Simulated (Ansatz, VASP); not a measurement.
**TaAg2F6: VASP beside Ansatz**

The input INCAR:

```
SYSTEM = TaAg2F6
ALGO     = Normal         ! electronic algorithm
EDIFF    = 1E-6           ! SCF threshold, eV
ENCUT    = 520            ! plane-wave cutoff, eV
GGA      = PE             ! functional
ISIF     = 2              ! what is computed and relaxed
ISMEAR   = 0              ! smearing method
ISPIN    = 2              ! spin polarisation
LASPH    = .True.         ! aspherical terms in the spheres
LCHARG   = .False.        ! write CHGCAR
LMAXMIX  = 4              ! l up to which the mixer works
LORBIT   = 11             ! projections on sites
LREAL    = .False.        ! projectors in reciprocal space
LWAVE    = .False.        ! write WAVECAR
MAGMOM   = 1 1 1 0 0 0 0 0 0 ! initial moments
NBANDS   = 52             ! bands
NELM     = 150            ! most SCF steps
PREC     = Accurate       ! precision mode
SIGMA    = 0.1            ! smearing width, eV
```

The input KPOINTS:

```
k-points
0
Gamma
  4 4 4
  0 0 0
```

Contents of POSCAR:

```
TaAg2F6
1.0
    0.0000000000      4.3395635580      4.3395635580
    4.3395635580      0.0000000000      4.3395635580
    4.3395635580      4.3395635580      0.0000000000
Ta Ag F
1 2 6
Direct
    0.0000000000      0.0000000000      0.0000000000
    0.2500000000      0.2500000000      0.2500000000
    0.7500000000      0.7500000000      0.7500000000
    0.7778777367      0.2221222633      0.2221222633
    0.2221222633      0.7778777367      0.7778777367
    0.2221222633      0.7778777367      0.2221222633
    0.7778777367      0.2221222633      0.7778777367
    0.2221222633      0.2221222633      0.7778777367
    0.7778777367      0.7778777367      0.2221222633
```

Input for Ansatz:

```yaml
crystal:
  lattice:
    - [0.0, 4.339563558, 4.339563558]
    - [4.339563558, 0.0, 4.339563558]
    - [4.339563558, 4.339563558, 0.0]
  atoms:
    - { symbol: Ta, position: [0.0, 0.0, 0.0], spin: 1.0 }
    - { symbol: Ag, position: [0.25, 0.25, 0.25], spin: 1.0 }
    - { symbol: Ag, position: [0.75, 0.75, 0.75], spin: 1.0 }
    - { symbol: F, position: [0.7778777367, 0.2221222633, 0.2221222633] }
    - { symbol: F, position: [0.2221222633, 0.7778777367, 0.7778777367] }
    - { symbol: F, position: [0.2221222633, 0.7778777367, 0.2221222633] }
    - { symbol: F, position: [0.7778777367, 0.2221222633, 0.7778777367] }
    - { symbol: F, position: [0.2221222633, 0.2221222633, 0.7778777367] }
    - { symbol: F, position: [0.7778777367, 0.7778777367, 0.2221222633] }
basis:
  ecutwfc: 420
kpoints:
  mp_grid: { grid: [4, 4, 4] }
hamiltonian:
  xc: pbe
scf:
  occupations: { method: gaussian, width: 0.1 }
  lower_state_search: "off"
output:
  forces: true
  stress: true
  eigenvalues: true
  populations: true
magnetization:
  spin_polarized: true
```

Change from the starting cell: ordered vacancies on the cation sites of perovskite (Fm-3m, No. 225).

Alike in both runs: task single point; functional PBE; k mesh 4 × 4 × 4; occupations gaussian, width 0.1 eV; collinear spin.

|  | VASP | Ansatz |
| --- | --- | --- |
| version | VASP 6.6.1 | Ansatz 0.2.0 |
| potentials or method | VASP PAW PBE potentials, release 64 (Ta_pv, Ag, F), cutoff 520 eV | scalar-relativistic, plane waves, PAW |
| valence electrons in the cell | 75 | 93 |

```csv
,VASP,Ansatz,Ansatz less VASP
gap on the k mesh at the Fermi level (eV),none,none,-
pressure (GPa),0.6,0.3,-0.33
rms of the force components (eV/Å),0.071,0.004,-0.0667
net moment per atom (μB),0.00,0.00,0.000
```

Atom by atom the forces differ by 0.075 eV/Å (rms over components). A gap of «none» marks a metal or a gap that the smearing closes. VASP's potentials hold 75 valence electrons a cell and Ansatz's 93, so a difference there can come from the potentials and not from the codes. Ansatz's warnings: seeded moment not kept.

Spin-orbit coupling is off throughout.
